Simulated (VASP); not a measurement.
# BaTiO3: single point with LDA

Crystal: BaTiO3.

```
CELL_PARAMETERS angstrom
3.94501 -0.00246 0.00242
-0.00246 3.94490 -0.00245
0.00485 -0.00489 7.88998
ATOMIC_POSITIONS crystal
Ba 0.50472 0.49529 0.25236
Ba 0.50472 0.49530 0.75235
Ti 0.01350 0.98654 0.00675
Ti 0.01349 0.98654 0.50674
O 0.49109 0.00464 0.99768
O 0.49107 0.00464 0.49768
O 0.99535 0.50890 0.99768
O 0.99534 0.50889 0.49767
O 0.99536 0.00463 0.24555
O 0.99536 0.00463 0.74555
```

```json
{
  "Program": "VASP 6.6.1",
  "Task": "single point",
  "Functional": "LDA",
  "Potentials or basis": "VASP PAW LDA potentials, release 64 (Ba_sv, Ti_sv, O)",
  "Cutoff": "600 eV",
  "k mesh": "7 × 7 × 4",
  "Occupations": "fermi-dirac, width 0.05 eV",
  "Spin": "no spin polarisation"
}
```

The pressure is 2.3 GPa. The largest force is 0.087 eV/Å. The band gap on the k mesh is 2.13 eV.

Forces in eV/Å, atoms in the order of the input:
```
Ba  -0.019  0.019 -0.020
Ba  -0.019  0.019 -0.019
Ti  -0.051  0.050 -0.050
Ti  -0.051  0.050 -0.050
O    0.055 -0.007  0.007
O    0.055 -0.008  0.008
O    0.007 -0.055  0.007
O    0.008 -0.054  0.008
O    0.008 -0.008  0.055
O    0.008 -0.008  0.054
```

Levels at points of the mesh, in eV from the valence-band top:
| k point | band 36 | band 37 | band 38 | band 39 | band 40 | band 41 | band 42 | band 43 | band 44 | band 45 |
| --- | --- | --- | --- | --- | --- | --- | --- | --- | --- | --- |
| (0.00, 0.00, 0.00) | -0.82 | -0.73 | -0.31 | -0.20 | -0.20 | 2.13 | 2.13 | 2.24 | 2.32 | 3.86 |
| (0.00, 0.00, 0.50) | -1.20 | -0.54 | -0.54 | -0.50 | -0.50 | 2.23 | 2.23 | 3.03 | 3.03 | 3.08 |

It took 6.9 min on 1 thread of AMD EPYC 9R45 96-Core Processor (Zen 5), with other jobs on the host, peak memory 0.62 GiB.

Caveat: spin-orbit coupling is left out, which moves the levels of the heavy elements; an odd mesh through Γ misses points on the zone boundary, where band edges can lie.
